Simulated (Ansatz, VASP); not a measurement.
One calculation of WSe2, two programs

```
W Se
1.0
     0.00000    3.09248    3.09248
     3.09248    0.00000    3.09248
     3.09248    3.09248    0.00000
W Se
1 2
Cartesian
  0.0000 0.0000 0.0000
  1.5462 1.5462 1.5462
  4.6387 4.6387 4.6387
```

Alike in both runs: task single point; functional PBE; k mesh 8 × 8 × 8; occupations fermi-dirac, width 0.02 eV; no spin polarisation.

|  | VASP | Ansatz |
| --- | --- | --- |
| version | VASP 6.6.1 | Ansatz 0.2.0 |
| potentials or method | VASP PAW PBE potentials, release 64 (W_sv, Se) | plane waves, PAW |
| plane-wave cutoff (eV) | 520 | 420 |
| valence electrons in the cell | 26 | 46 |

VASP gave:

```
pressure (GPa) : 0.8
```

Task: What did Ansatz give for the same quantities?

Result: Pressure (GPa): 0.6.

With one functional, cell and mesh, what is left measures potentials, basis and numerics. VASP's potentials hold 26 valence electrons a cell and Ansatz's 46, so a difference there can come from the potentials and not from the codes.

Neither program's run includes spin-orbit coupling.
